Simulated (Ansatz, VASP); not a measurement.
Si3N4 in VASP and in Ansatz

```
Si N
1.0
     7.61700    0.00000    0.00000
    -3.80850    6.59652    0.00000
     0.00000    0.00000    2.88427
Si N
6 8
Cartesian
  -1.5987 5.0603 0.7211
  2.4353 1.1456 2.1632
  0.2255 2.6819 0.7211
  5.4072 1.5362 2.1632
  1.3732 5.4509 0.7211
  3.5830 3.9146 2.1632
  0.0000 4.3977 0.7211
  3.8085 2.1988 2.1632
  2.4012 0.1895 0.7211
  1.0365 2.1742 2.1632
  6.2523 1.9848 0.7211
  1.4073 6.4071 2.1632
  2.7720 4.4223 0.7211
  -2.4438 4.6117 2.1632
```

Change from the starting cell: z stretched by -1 %, ions relaxed.

Alike in both runs: functional PBE; k mesh 4 × 4 × 9; occupations fermi-dirac, width 0.02 eV; no spin polarisation.

Ansatz relaxed the structure, and its values are those at the end. VASP's run is a single point on that final structure, the one shown.

|  | VASP | Ansatz |
| --- | --- | --- |
| version | VASP 6.6.1 | Ansatz 0.2.0 |
| potentials or method | VASP PAW PBE potentials, release 64 (Si, N) | plane-wave PAW, scalar-relativistic |
| plane-wave cutoff (eV) | 520 | 420 |
| valence electrons in the cell | 64 | 64 |

Ansatz gave:

* gap on the k mesh at the Fermi level (eV): 4.52
* pressure (GPa): 6.7
* rms of the force components (eV/Å): 0.007

Task: Which values does VASP return?

Result: gap on the k mesh at the Fermi level (eV): 4.51; pressure (GPa): 6.4; rms of the force components (eV/Å): 0.009.

Ansatz's warnings: stress scf threshold loose.
